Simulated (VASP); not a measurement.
A run of VASP 6.6.1:

Contents of POSCAR:

```
InAs
1.0
    0.0000000000      2.8773040000      2.8773040000
    2.8773040000      0.0000000000      2.8773040000
    2.8773040000      2.8773040000      0.0000000000
In As
1 1
Direct
    0.5000000000      0.5000000000      0.5000000000
    0.0000000000      0.0000000000      0.0000000000
```

INCAR.step1

```
SYSTEM = InAs
PREC     = Accurate       ! precision mode
ENCUT    = 520            ! plane-wave cutoff, eV
ISMEAR   = -1             ! smearing method
SIGMA    = 0.05           ! smearing width, eV
LREAL    = .FALSE.        ! projectors in reciprocal space
LASPH    = .TRUE.         ! aspherical terms in the spheres
NELM     = 60             ! most SCF steps
NBANDS   = 16             ! bands
GGA      = PE             ! functional
ALGO     = Normal         ! electronic algorithm
EDIFF    = 1E-4           ! SCF threshold, eV
LWAVE    = .TRUE.         ! write WAVECAR
LCHARG   = .FALSE.        ! write CHGCAR
```

The input INCAR.step2:

```
SYSTEM = InAs
PREC     = Accurate       ! precision mode
ENCUT    = 520            ! plane-wave cutoff, eV
EDIFF    = 1E-6           ! SCF threshold, eV
ISMEAR   = -1             ! smearing method
SIGMA    = 0.05           ! smearing width, eV
LREAL    = .FALSE.        ! projectors in reciprocal space
LASPH    = .TRUE.         ! aspherical terms in the spheres
NELM     = 60             ! most SCF steps
ALGO     = Normal         ! electronic algorithm
ISIF     = 2              ! what is computed and relaxed
LWAVE    = .FALSE.        ! write WAVECAR
LCHARG   = .FALSE.        ! write CHGCAR
METAGGA  = R2SCAN         ! meta-GGA
LMIXTAU  = .TRUE.       
NBANDS   = 16             ! bands
ISTART   = 1
```

Contents of KPOINTS:

```
regular mesh
0
G
  13 13 13
  0 0 0
```

Potentials or basis: VASP PAW PBE potentials, release 64 (In_d, As).

Run with:

```console
$ cat potpaw_PBE.64/In_d/POTCAR potpaw_PBE.64/As/POTCAR > POTCAR
$ cp INCAR.step1 INCAR
$ mpirun -np 1 vasp_std > vasp.out
$ cp INCAR.step2 INCAR
$ mpirun -np 1 vasp_std > vasp.out
```

Hardware: 1 thread of Intel Xeon 8259CL, on a shared host.

Problem. Estimate the wall time of this run.

Solution. It took 6.2 min on 1 thread of Intel Xeon 8259CL (shared host), peak memory 0.22 GiB. Counts: k points 84.
